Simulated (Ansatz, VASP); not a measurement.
## MnPt2: VASP beside Ansatz

File INCAR:

```
ALGO = Normal ; EDIFF = 1E-6
ENCUT = 520 ; GGA = PE
ISIF = 2 ; ISMEAR = 0
ISPIN = 2 ; LASPH = T
LCHARG = F ; LMAXMIX = 4
LORBIT = 11 ; LREAL = F
LWAVE = F ; MAGMOM = 4 0 0
NBANDS = 28 ; NELM = 150
PREC = Accurate ; SIGMA = 0.1
```

File KPOINTS:

```
k-points
0
Gamma
  6 6 4
```

The input POSCAR:

```
MnPt2
1.0
    2.8584043700      0.0000000000      0.0000000000
   -1.4292021800      2.4754508000      0.0000000000
    0.0000000000      0.0000000000      6.5325040800
Mn Pt
1 2
Direct
    0.0000000000      0.0000000000      0.0000000000
    0.3333333300      0.6666666700      0.6837940200
    0.6666666700      0.3333333300      0.3162059800
```

Input for Ansatz:

```yaml
crystal:
  lattice:
    - [2.85840437, 0.0, 0.0]
    - [-1.42920218, 2.4754508, 0.0]
    - [0.0, 0.0, 6.53250408]
  atoms:
    - { symbol: Mn, position: [0.0, 0.0, 0.0], spin: 4.0 }
    - { symbol: Pt, position: [0.33333333, 0.66666667, 0.68379402] }
    - { symbol: Pt, position: [0.66666667, 0.33333333, 0.31620598] }
basis:
  ecutwfc: 420
kpoints:
  mp_grid: { grid: [6, 6, 4] }
hamiltonian:
  xc: pbe
scf:
  occupations: { method: gaussian, width: 0.1 }
  lower_state_search: "off"
output:
  forces: true
  stress: true
  eigenvalues: true
  populations: true
magnetization:
  spin_polarized: true
```

Alike in both runs: task single point; functional PBE; k mesh 6 × 6 × 4; occupations gaussian, width 0.1 eV; collinear spin.

```csv
,VASP,Ansatz
version,VASP 6.6.1,Ansatz 0.2.0
potentials or method,"VASP PAW PBE potentials, release 64 (Mn_pv, Pt), cutoff 520 eV","scalar-relativistic, plane waves, PAW"
valence electrons in the cell,33,51
```

Ansatz gave:

```
gap on the k mesh at the Fermi level (eV)                     : none
pressure (GPa)                                                : -0.8
traceless stress, the component that is largest in VASP (GPa) : 2.17
rms of the force components (eV/Å)                            : 0.005
net moment per atom (μB)                                      : 1.54
size of the moment on the site where the two differ most (μB) : 3.76
```

What did VASP give for the same quantities?

gap on the k mesh at the Fermi level (eV): none; pressure (GPa): -1.0; traceless stress, the component that is largest in VASP (GPa): 2.27; rms of the force components (eV/Å): 0.008; net moment per atom (μB): 1.55; size of the moment on the site where the two differ most (μB): 3.78.

Site moments also hang on the region over which each program counts them. Atom by atom the forces differ by 0.004 eV/Å (rms over components). A gap of «none» marks a metal or a gap that the smearing closes. With one functional, cell and mesh, what is left measures potentials, basis and numerics. VASP's potentials hold 33 valence electrons a cell and Ansatz's 51, so a difference there can come from the potentials and not from the codes.

The k mesh is coarse, so the values compare programs but aren't converged. Neither program's run includes spin-orbit coupling.
